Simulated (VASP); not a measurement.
# HoSiI4 (R3m) in VASP: notebook

The runs below take HoSiI4 through single point, with PBE.

Program: VASP 6.6.1. These are calculated values, not measurements. Logs are shortened: lines on timing, memory, paths and dates and some standing lists are left out, and cuts for length are marked.

## Step 1: The cell of the first run

It takes space group R3m (No. 160, trigonal). The conventional cell has a = 9.408 Å, b = 9.408 Å, c = 10.050 Å, α = 90.00°, β = 90.00°, γ = 120.00°. Within 3.6 Å of Ho (site symmetry 3m) lie 1 Si at 2.75 Å and 6 I at 2.99 to 3.39 Å. Si (site symmetry 3m) has 4 I at 2.43 to 3.12 Å and 1 Ho at 2.75 Å within 3.2 Å. Within 3.9 Å of I (site symmetry m) lie 2 Ho at 2.99 to 3.39 Å and 1 Si at 3.12 Å. Within 3.2 Å of I (site symmetry 3m) lie 1 Si at 2.43 Å.

The cell was built from a structure type or drawn by symmetry, and may not be a known phase.

## Step 2: Single point, PBE

Contents of INCAR:

```
SYSTEM = HoSiI4
ALGO = Normal ; EDIFF = 1E-6
ENCUT = 500 ; GGA = PE
GGA_COMPAT = .FALSE. ; ISIF = 2
ISMEAR = 0 ; LASPH = .TRUE.
LCHARG = .FALSE. ; LMAXMIX = 6
LREAL = .FALSE. ; LWAVE = .FALSE.
NBANDS = 30 ; NELM = 200
PREC = Accurate ; SIGMA = 0.2
```

Contents of KPOINTS:

```
k-points
0
G
  3 3 3
  0 0 0
```

Contents of POSCAR:

```
HoSiI4
1.0
    4.7041236965      2.7159270810      3.3501179966
   -4.7041236965      2.7159270810      3.3501179966
    0.0000000000     -5.4318541664      3.3501179931
Ho Si I
1 1 4
Direct
    0.3315613706      0.3315613706      0.3315613706
    0.0577108928      0.0577108928      0.0577108928
    0.3420231960      0.8016583760      0.3420231960
    0.3420231960      0.3420231960      0.8016583760
    0.8016583760      0.3420231960      0.3420231960
    0.8155261786      0.8155261786      0.8155261786
```

Potentials or basis: VASP PAW PBE potentials, release 64 (Ho_3, Si, I), 4f in core.

Command:

```
cat potpaw_PBE.64/Ho_3/POTCAR potpaw_PBE.64/Si/POTCAR potpaw_PBE.64/I/POTCAR > POTCAR
mpirun -np 1 vasp_std > vasp.out
```

OUTCAR:

```text
SYSTEM = HoSiI4
   EDIFF = 1E-6
   ENCUT = 500
   GGA = PE
   ISIF = 2
   ISMEAR = 0
   LASPH = .TRUE.
   LREAL = .FALSE.
   NELM = 200
   PREC = Accurate

 ion  position               nearest neighbor table
   1  0.332  0.332  0.332-   2 2.75   3 2.99   5 2.99   4 2.99   3 3.39   5 3.39   4 3.39
   2  0.058  0.058  0.058-   6 2.43   1 2.75   4 3.12   5 3.12   3 3.12
   3  0.342  0.802  0.342-   1 2.99   2 3.12   1 3.39
   4  0.342  0.342  0.802-   1 2.99   2 3.12   1 3.39
   5  0.802  0.342  0.342-   1 2.99   2 3.12   1 3.39
   6  0.816  0.816  0.816-   2 2.43

  LATTYP: Found a trigonal (rhomboedric) cell.
 ALAT       =     6.3818751361
 COS(alpha) =    -0.0866529325

  Lattice vectors:

 A1 = (   4.7041236965,   2.7159270810,   3.3501179966)
 A2 = (  -4.7041236965,   2.7159270810,   3.3501179966)
 A3 = (   0.0000000000,  -5.4318541664,   3.3501179931)

Analysis of symmetry for initial positions (statically):
=====================================================================
 Subroutine PRICEL returns:
 Original cell was already a primitive cell.

 Routine SETGRP: Setting up the symmetry group for a
 trigonal (rhombohedral) supercell.

 Subroutine GETGRP returns: Found  6 space group operations
 (whereof  6 operations were pure point group operations)
 out of a pool of 12 trial point group operations.

The static configuration has the point symmetry C_3v.

Analysis of symmetry for dynamics (positions and initial velocities):
=====================================================================
 Subroutine PRICEL returns:
 Original cell was already a primitive cell.

 Routine SETGRP: Setting up the symmetry group for a
 trigonal (rhombohedral) supercell.

 Subroutine GETGRP returns: Found  6 space group operations
 (whereof  6 operations were pure point group operations)
 out of a pool of 12 trial point group operations.

The dynamic configuration has the point symmetry C_3v.

 Subroutine INISYM returns: Found  6 space group operations
 (whereof  6 operations are pure point group operations),
 and found     1 'primitive' translations

----------------------------------------------------------------------------------------

                                     Primitive cell
[... 79 lines left out ...]
   NELM   =    200;   NELMIN=  2; NELMDL= -5     # of ELM steps
   EDIFF  = 0.1E-05   stopping-criterion for ELM
   LREAL  =      F    real-space projection
   EDIFFG = 0.1E-04   stopping-criterion for IOM
   NSW    =      0    number of steps for IOM
   IBRION =     -1    ionic relax: 0-MD 1-quasi-New 2-CG
   NFREE  =      0    steps in history (QN), initial steepest desc. (CG)
   ISIF   =      2    stress and relaxation
   ISYM   =      2    0-nonsym 1-usesym 2-fastsym
   POTIM  = 0.5000    time-step for ionic-motion
   TEBEG  =    0.0;   TEEND  =   0.0 temperature during run
   PSTRESS=    0.0 pullay stress
   NELECT =      41.0000    total number of electrons
   NUPDOWN=      -1.0000    fix difference up-down
   EMIN   =  10.00;   EMAX   =-10.00  energy-range for DOS
   EFERMI =   0.00;   METHOD = LEGACY
   ISMEAR =     0;   SIGMA  =   0.20  broadening in eV -4-tet -1-fermi 0-gaus
   EFERMI_NEDOS =   21; number of points for ismear=-14 and -15
   IALGO  =     38    algorithm
   IMIX   =      4    mixing-type and parameters
     AMIX     =   0.40;   BMIX     =  1.00
     AMIX_MAG =   1.60;   BMIX_MAG =  1.00
  volume/ion in A,a.u.               =      42.80       288.84
  Fermi-wavevector in a.u.,A,eV,Ry     =   0.888110  1.678284 10.731449  0.788739
  Thomas-Fermi vector in A             =   2.009497
   LORBIT       =      0    0 simple, 1 ext, 2 COOP (PROOUT), +10 PAW based schemes
   GGA     = PE    functional components
   LHFCALC =     F    Hartree Fock is set to
   AEXX    =    0.0000 exact exchange contribution
   IVDW    =     0    specifies the selected vdW correction
   LEPSILON=     F    determine dielectric tensor
   LRPA    =     F    only Hartree local field effects (RPA)
 non-spin polarized calculation
 Gauss-broadening in eV      SIGMA  =   0.20
  energy-cutoff  :      500.00
  volume of cell :      256.81
 maximum number of plane-waves:      6531
 NGX is ok and might be reduce to    48
   NGX = 23   NGY = 23   NGZ = 23

 number of electron      40.9999998 magnetization

 Free energy of the ion-electron system (eV)
  ---------------------------------------------------
  ext. energy  EPLUGINS =         0.00000000
  ---------------------------------------------------
  free energy    TOTEN  =       -18.90804708 eV

  energy without entropy =      -18.82598839  energy(sigma->0) =      -18.86701773

 E-fermi :   3.3792     XC(G=0):  -7.6728

 val. band max:        3.3748190228   @ k =   0.3333   0.3333  -0.0000
 cond. band min:       3.4896727279   @ k =   0.3333   0.0000  -0.0000
 fundamental gap:      0.1148537051
 Fermi energy:         3.3791687728

 k-point     1 :       0.0000    0.0000    0.0000
  band No.  band energies     occupation
      1     -22.4162      2.00000
      2     -22.4162      2.00000
      3     -22.3152      2.00000
      4     -10.8384      2.00000
      5     -10.3026      2.00000
      6     -10.0704      2.00000
[... 187 lines left out ...]
     29       7.4739      0.00000
     30       7.9845      0.00000

------------------------ aborting loop because EDIFF is reached ----------------------------------------

  FORCE on cell =-STRESS in cart. coord.  units (eV):
  Direction    XX          YY          ZZ          XY          YZ          ZX
  --------------------------------------------------------------------------------------
  -------------------------------------------------------------------------------------
  Total       -0.3105941     -0.3105941     -0.2074990      0.0000000     -0.0000000      0.0000000
  in kB       -1.9377406     -1.9377406     -1.2945486      0.0000000     -0.0000000      0.0000000
  external PRESSURE =      -1.7233433 kB  Pullay stress =       0.0000000 kB

 VOLUME and BASIS-vectors are now :
 -----------------------------------------------------------------------------
  energy-cutoff  :      500.00
  volume of cell :      256.81
      direct lattice vectors                 reciprocal lattice vectors
     4.704123696  2.715927081  3.350117997     0.106289722  0.061366400  0.099498983
    -4.704123696  2.715927081  3.350117997    -0.106289722  0.061366400  0.099498983
     0.000000000 -5.431854166  3.350117993     0.000000000 -0.122732799  0.099498983

 POSITION                                       TOTAL-FORCE (eV/Angst)
 -----------------------------------------------------------------------------------
      0.00000     -0.00000      3.33231         0.000000     -0.000000      0.066489
      0.00000     -0.00000      0.58001         0.000000     -0.000000      0.002584
     -2.16218      1.24834      4.97729         0.027116     -0.015656     -0.035974
      0.00000     -2.49667      4.97729         0.000000      0.031311     -0.035974
      2.16218      1.24834      4.97729        -0.027116     -0.015656     -0.035974
      0.00000     -0.00000      8.19633         0.000000     -0.000000      0.038849
 -----------------------------------------------------------------------------------
    total drift:                               -0.000000      0.000000      0.000002

  FREE ENERGIE OF THE ION-ELECTRON SYSTEM (eV)
  ---------------------------------------------------
  free  energy   TOTEN  =       -18.9080470776 eV

  energy  without entropy=      -18.8259883896  energy(sigma->0) =      -18.86701773
```

OSZICAR:

```text
N       E                     dE             d eps       ncg     rms          rms(c)
DAV:   1     0.289295138365E+03    0.28930E+03   -0.14251E+04   368   0.105E+03
DAV:   2     0.142859748493E+02   -0.27501E+03   -0.26413E+03   578   0.315E+02
DAV:   3    -0.178698854040E+02   -0.32156E+02   -0.31690E+02   560   0.868E+01
DAV:   4    -0.190658800082E+02   -0.11960E+01   -0.11915E+01   460   0.158E+01
DAV:   5    -0.191472328030E+02   -0.81353E-01   -0.81321E-01   604   0.578E+00    0.191E+01
DAV:   6    -0.189360985288E+02    0.21113E+00   -0.26926E-01   634   0.318E+00    0.117E+01
DAV:   7    -0.189118340930E+02    0.24264E-01   -0.33403E-01   556   0.307E+00    0.732E-01
DAV:   8    -0.189076302360E+02    0.42039E-02   -0.47667E-02   538   0.119E+00    0.689E-01
DAV:   9    -0.189078307208E+02   -0.20048E-03   -0.32391E-03   440   0.260E-01    0.480E-01
DAV:  10    -0.189079548352E+02   -0.12411E-03   -0.58569E-04   576   0.147E-01    0.232E-01
DAV:  11    -0.189080260998E+02   -0.71265E-04   -0.43262E-04   568   0.103E-01    0.541E-02
DAV:  12    -0.189080353593E+02   -0.92595E-05   -0.64257E-05   462   0.371E-02    0.330E-02
DAV:  13    -0.189080464507E+02   -0.11091E-04   -0.16718E-05   482   0.232E-02    0.234E-02
DAV:  14    -0.189080475254E+02   -0.10747E-05   -0.38586E-06   440   0.117E-02    0.143E-02
DAV:  15    -0.189080470776E+02    0.44782E-06   -0.99212E-07   282   0.557E-03
   1 F= -.18908047E+02 E0= -.18867018E+02  d E =-.820587E-01
```

stdout:

```text
POSCAR found type information on POSCAR HoSiI
 POSCAR found :  3 types and       6 ions
 scaLAPACK will be used
 LDA part: xc-table for (Slater+PW92), standard interpolation
 POSCAR, INCAR and KPOINTS ok, starting setup
 FFT: planning ... GRIDC
 FFT: planning ... GRID_SOFT
 FFT: planning ... GRID
 WAVECAR not read
 entering main loop
```

Run time: 39 s. Hardware: 1 thread of Intel Xeon 6975P-C (Granite Rapids), shared host; peak memory 0.33 GiB.

What came out:

```yaml
Free_energy: -18.9080 eV
Pressure: -0.2 GPa
Largest_force: 0.066 eV/Å
Band_gap_on_the_k_mesh: zero (an odd number of electrons rules out a gap without spin polarisation)
```

Forces on the atoms (eV/Å):
```
Ho   0.000  0.000  0.066
Si   0.000  0.000  0.003
I    0.027 -0.016 -0.036
I    0.000  0.031 -0.036
I   -0.027 -0.016 -0.036
I    0.000  0.000  0.039
```

Caveat: spin-orbit coupling is left out, which moves the levels of the heavy elements; the 4f electrons are frozen in the core, so they carry no moment and show no levels; an odd number of electrons without spin polarisation forces a metal; a magnetic or distorted state may lie lower; the run has no spin polarisation, though such a crystal can be magnetic.

## Step 3: Single point, PBE

Contents of INCAR:

```
PREC = Accurate
ENCUT = 500
EDIFF = 1E-6
ISMEAR = 0
SIGMA = 0.1
LREAL = F
LASPH = T
NELM = 200
ALGO = Normal
ISIF = 2
LWAVE = F
LCHARG = T
GGA = PE
LELF = T
LVHAR = T
NBANDS = 30
GGA_COMPAT = F
LMAXMIX = 6
```

Contents of KPOINTS:

```
regular mesh
0
Gamma
  3 3 3
```

Changes to POSCAR since step 2:

```diff
@@ -2,5 +2,5 @@
 1.0
-    4.7041236965      2.7159270810      3.3501179966
-   -4.7041236965      2.7159270810      3.3501179966
-    0.0000000000     -5.4318541664      3.3501179931
+    4.7041236965      2.7159270825      3.3501179954
+   -4.7041236965      2.7159270825      3.3501179954
+    0.0000000000     -5.4318541650      3.3501179954
 Ho Si I
```

Potentials or basis: VASP PAW PBE potentials, release 64 (Ho_3, Si, I), 4f in core.

Command:

```
cat potpaw_PBE.64/Ho_3/POTCAR potpaw_PBE.64/Si/POTCAR potpaw_PBE.64/I/POTCAR > POTCAR
mpirun -np 1 vasp_std > vasp.out
```

OUTCAR:

```text
PREC = Accurate
   ENCUT = 500
   EDIFF = 1E-6
   ISMEAR = 0
   LREAL = F
   LASPH = T
   NELM = 200
   ISIF = 2
   GGA = PE

 ion  position               nearest neighbor table
   1  0.332  0.332  0.332-   2 2.75   3 2.99   5 2.99   4 2.99   3 3.39   5 3.39   4 3.39
   2  0.058  0.058  0.058-   6 2.43   1 2.75   5 3.12   3 3.12   4 3.12
   3  0.342  0.802  0.342-   1 2.99   2 3.12   1 3.39
   4  0.342  0.342  0.802-   1 2.99   2 3.12   1 3.39
   5  0.802  0.342  0.342-   1 2.99   2 3.12   1 3.39
   6  0.816  0.816  0.816-   2 2.43

  LATTYP: Found a trigonal (rhomboedric) cell.
 ALAT       =     6.3818751361
 COS(alpha) =    -0.0866529325

  Lattice vectors:

 A1 = (   4.7041236965,   2.7159270825,   3.3501179954)
 A2 = (  -4.7041236965,   2.7159270825,   3.3501179954)
 A3 = (   0.0000000000,  -5.4318541650,   3.3501179954)

Analysis of symmetry for initial positions (statically):
=====================================================================
 Subroutine PRICEL returns:
 Original cell was already a primitive cell.

[... 160 lines left out ...]

 val. band max:        3.3731006590   @ k =   0.3333   0.3333   0.0000
 cond. band min:       3.4880508670   @ k =   0.3333   0.0000   0.0000
 fundamental gap:      0.1149502080
 Fermi energy:         3.4094969068

 k-point     1 :       0.0000    0.0000    0.0000
  band No.  band energies     occupation
      1     -22.4141      2.00000
      2     -22.4141      2.00000
      3     -22.3159      2.00000
      4     -10.8380      2.00000
      5     -10.3032      2.00000
      6     -10.0719      2.00000
[... 187 lines left out ...]
     29       7.4737      0.00000
     30       7.9843      0.00000

------------------------ aborting loop because EDIFF is reached ----------------------------------------

  FORCE on cell =-STRESS in cart. coord.  units (eV):
  Direction    XX          YY          ZZ          XY          YZ          ZX
  --------------------------------------------------------------------------------------
  -------------------------------------------------------------------------------------
  Total       -0.3673965     -0.3673965     -0.1664098      0.0000000      0.0000000      0.0000000
  in kB       -2.2921203     -2.2921203     -1.0382007      0.0000000      0.0000000      0.0000000
  external PRESSURE =      -1.8741471 kB  Pullay stress =       0.0000000 kB

 VOLUME and BASIS-vectors are now :
 -----------------------------------------------------------------------------
  energy-cutoff  :      500.00
  volume of cell :      256.81
      direct lattice vectors                 reciprocal lattice vectors
     4.704123696  2.715927082  3.350117995     0.106289722  0.061366400  0.099498983
    -4.704123696  2.715927082  3.350117995    -0.106289722  0.061366400  0.099498983
     0.000000000 -5.431854165  3.350117995     0.000000000 -0.122732799  0.099498983

 POSITION                                       TOTAL-FORCE (eV/Angst)
 -----------------------------------------------------------------------------------
      0.00000      0.00000      3.33231        -0.000000      0.000000      0.075335
      0.00000      0.00000      0.58001        -0.000000     -0.000000      0.008894
     -2.16218      1.24834      4.97729         0.022182     -0.012807     -0.032697
      0.00000     -2.49667      4.97729        -0.000000      0.025613     -0.032697
      2.16218      1.24834      4.97729        -0.022182     -0.012807     -0.032697
      0.00000      0.00000      8.19633        -0.000000     -0.000000      0.013864
 -----------------------------------------------------------------------------------
    total drift:                                0.000000      0.000000     -0.000135

  FREE ENERGIE OF THE ION-ELECTRON SYSTEM (eV)
  ---------------------------------------------------
  free  energy   TOTEN  =       -18.8749933742 eV

  energy  without entropy=      -18.8513322436  energy(sigma->0) =      -18.86316281
```

OSZICAR:

```text
N       E                     dE             d eps       ncg     rms          rms(c)
DAV:   1     0.289307496079E+03    0.28931E+03   -0.14251E+04   368   0.105E+03
DAV:   2     0.143011953408E+02   -0.27501E+03   -0.26411E+03   578   0.315E+02
DAV:   3    -0.178363583889E+02   -0.32138E+02   -0.31682E+02   560   0.868E+01
DAV:   4    -0.190306413129E+02   -0.11943E+01   -0.11902E+01   460   0.158E+01
DAV:   5    -0.191119366648E+02   -0.81295E-01   -0.81267E-01   604   0.578E+00    0.191E+01
DAV:   6    -0.189028322117E+02    0.20910E+00   -0.26618E-01   634   0.316E+00    0.117E+01
DAV:   7    -0.188787654008E+02    0.24067E-01   -0.33172E-01   556   0.306E+00    0.728E-01
DAV:   8    -0.188745712419E+02    0.41942E-02   -0.47409E-02   538   0.119E+00    0.684E-01
DAV:   9    -0.188747753173E+02   -0.20408E-03   -0.32026E-03   432   0.258E-01    0.477E-01
DAV:  10    -0.188749009588E+02   -0.12564E-03   -0.58802E-04   584   0.147E-01    0.233E-01
DAV:  11    -0.188749726999E+02   -0.71741E-04   -0.42185E-04   560   0.101E-01    0.544E-02
DAV:  12    -0.188749818974E+02   -0.91974E-05   -0.65147E-05   454   0.375E-02    0.330E-02
DAV:  13    -0.188749926013E+02   -0.10704E-04   -0.16629E-05   490   0.226E-02    0.232E-02
DAV:  14    -0.188749938544E+02   -0.12532E-05   -0.41167E-06   410   0.119E-02    0.148E-02
DAV:  15    -0.188749933742E+02    0.48025E-06   -0.94441E-07   282   0.565E-03
   1 F= -.18874993E+02 E0= -.18863163E+02  d E =-.236611E-01
```

stdout:

```text
POSCAR found type information on POSCAR HoSiI
 POSCAR found :  3 types and       6 ions
 scaLAPACK will be used
 LDA part: xc-table for (Slater+PW92), standard interpolation
 POSCAR, INCAR and KPOINTS ok, starting setup
 FFT: planning ... GRIDC
 FFT: planning ... GRID_SOFT
 FFT: planning ... GRID
 WAVECAR not read
 entering main loop
```

It took 44 s on 1 thread of Intel Xeon 6975P-C (Granite Rapids), shared host; peak memory 0.33 GiB.

Results:

```yaml
Free_energy: -18.8750 eV
Pressure: -0.2 GPa
Largest_force: 0.075 eV/Å
Band_gap_on_the_k_mesh: zero (an odd number of electrons rules out a gap without spin polarisation)
```

Forces in eV/Å, atoms in the order of the input:
```
Ho   0.000  0.000  0.075
Si   0.000  0.000  0.009
I    0.022 -0.013 -0.033
I    0.000  0.026 -0.033
I   -0.022 -0.013 -0.033
I    0.000  0.000  0.014
```

Caveat: spin-orbit coupling is left out, which moves the levels of the heavy elements; the 4f electrons are frozen in the core, so they carry no moment and show no levels; an odd number of electrons without spin polarisation forces a metal; a magnetic or distorted state may lie lower; the run has no spin polarisation, though such a crystal can be magnetic.
